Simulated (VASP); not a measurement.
The system is Ir.

```
Ir
1.0
    -1.57886    1.57886    1.57886
     1.57886   -1.57886    1.57886
     1.57886    1.57886   -1.57886
Ir
1
Direct
  0.00000 0.00000 0.00000
```

```yaml
Program: VASP 6.6.1
Task: relaxation of cell and atoms
Functional: r2SCAN
Potentials_or_basis: VASP PAW PBE potentials, release 64 (Ir)
Cutoff: 600 eV
k_mesh: 8 × 8 × 8
Occupations: gaussian, width 0.1 eV
Spin: no spin polarisation
```

At the start: pressure -16.8 GPa; volume 15.74 Å³/atom.

How do energy, volume and symmetry change on relaxing?

Over 4 steps the energy falls by 50.7 meV/atom and the volume is 14.85 Å³/atom (-5.7 %); space group Im-3m (No. 229, to 0.05 Å).

Step by step:
```csv
step,energy change (eV),largest force (eV/Å),pressure (GPa),volume (Å³)
1,0.0000,0.0000,-16.82,15.74
2,0.6173,0.0000,101.08,12.27
3,-0.0504,0.0000,-1.53,14.90
4,-0.0507,0.0000,-0.30,14.85
```

Final structure:
```
Ir
1.0
    -1.54840    1.54840    1.54840
     1.54840   -1.54840    1.54840
     1.54840    1.54840   -1.54840
Ir
1
Direct
  0.00000 0.00000 0.00000
```

Caveat: the PAW data sets were made with another functional, which shifts forces and pressure a little.
